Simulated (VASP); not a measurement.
Bi:

```
Bi
1.0
     2.04498   -6.48710    0.00000
     2.04498    6.48710    0.00000
     0.00000    0.00000    5.41209
Bi
4
Direct
  0.09800 0.90200 0.91000
  0.59800 0.40200 0.59000
  0.90200 0.09800 0.09000
  0.40200 0.59800 0.41000
```

| Item | Value |
| --- | --- |
| Program | VASP 6.6.1 |
| Task | relaxation of cell and atoms |
| Functional | PBEsol |
| Potentials or basis | VASP PAW PBE potentials, release 64 (Bi_d) |
| Cutoff | 600 eV |
| k mesh | 4 × 4 × 4 |
| Occupations | gaussian, width 0.1 eV |
| Spin | no spin polarisation |

At the start: pressure 16.7 GPa; volume 35.90 Å³/atom.

Q: How do energy, volume and symmetry change on relaxing?

A: Over 25 steps the energy falls by 740.0 meV/atom and the volume is 33.27 Å³/atom (-7.3 %); space group Cmce (No. 64, to 0.05 Å).

Step by step:
```
step  energy change (eV)  largest force (eV/Å)  pressure (GPa)  volume (Å³)
   1              0.0000                4.2605           16.72       143.59
   2             -0.3342                1.4020           -6.16       236.06
   3             -2.2444                0.3065           -1.38       181.47
   4             -2.2550                0.4242           -0.89       179.23
   5             -2.2565                0.5055           -0.56       177.82
   6             -2.3241                0.4661           -0.69       174.93
   7             -2.3740                0.6800           -0.73       169.97
   8             -2.4096                0.6571           -0.73       168.08
   9             -2.5107                0.5934           -0.69       162.47
  10             -2.6746                0.4683           -0.27       151.50
  11             -2.7007                0.3487            3.25       130.52
  12             -2.7476                0.3837            1.28       139.35
  13             -2.8883                0.0482            0.26       137.97
  14             -2.9247                0.2600           -0.29       136.52
  15             -2.9248                0.2494           -0.28       136.59
  16             -2.9333                0.2193           -0.16       135.71
  17             -2.9459                0.1324            0.26       133.08
  18             -2.9509                0.0882           -0.14       133.76
  19             -2.9521                0.0850           -0.45       134.32
  20             -2.9554                0.0751           -0.32       133.90
  21             -2.9590                0.0485            0.02       132.86
  22             -2.9591                0.0467            0.04       132.78
  23             -2.9595                0.0421            0.05       132.84
  24             -2.9598                0.0416            0.07       132.91
  25             -2.9602                0.0373            0.04       133.07
```

Final structure:
```cif
data_structure
_symmetry_space_group_name_H-M 'P 1'
_symmetry_Int_Tables_number 1
_cell_length_a 6.6151
_cell_length_b 6.6151
_cell_length_c 4.6983
_cell_angle_alpha 90.000
_cell_angle_beta 90.000
_cell_angle_gamma 139.666
_cell_volume 133.07
loop_
_atom_site_label
_atom_site_type_symbol
_atom_site_fract_x
_atom_site_fract_y
_atom_site_fract_z
_atom_site_occupancy
Bi1 Bi 0.12234 0.87766 0.97134 1
Bi2 Bi 0.62234 0.37766 0.52866 1
Bi3 Bi 0.87766 0.12234 0.02866 1
Bi4 Bi 0.37766 0.62234 0.47134 1
```

Caveat: the k points lie up to 0.37 Å⁻¹ apart in the final cell; the PAW data sets were made with another functional, which shifts forces and pressure a little.
